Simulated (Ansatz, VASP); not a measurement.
# InSb: VASP beside Ansatz

```
In Sb
1.0
     0.00000    2.94735    2.94735
     2.94735    0.00000    2.94735
     2.94735    2.94735    0.00000
In Sb
1 1
Cartesian
  0.0000 0.0000 0.0000
  2.9474 2.9474 2.9474
```

Alike in both runs: task relaxation of cell and atoms; functional PBE; k mesh 12 × 12 × 12; occupations fermi-dirac, width 0.1 eV; no spin polarisation.

```csv
,VASP,Ansatz
version,VASP 6.6.1,Ansatz 0.2.0
potentials or method,"VASP PAW PBE potentials, release 64 (In_d, Sb)","PAW with Ansatz's default frozen-core files, scalar-relativistic"
plane-wave cutoff (eV),600,420
valence electrons in the cell,18,28
```

Ansatz gave:

| Property | Result |
| --- | --- |
| relaxed volume (Å³/atom) | 29.09 |
| relaxed length of the cell vector where the two differ most in proportion (Å) | 4.349 |

Question: What did VASP give for the same quantities?

Answer: Relaxed volume (Å³/atom): 29.06; relaxed length of the cell vector where the two differ most in proportion (Å): 4.348.

VASP's potentials hold 18 valence electrons a cell and Ansatz's 28, so a difference there can come from the potentials and not from the codes.

Neither program's run includes spin-orbit coupling.
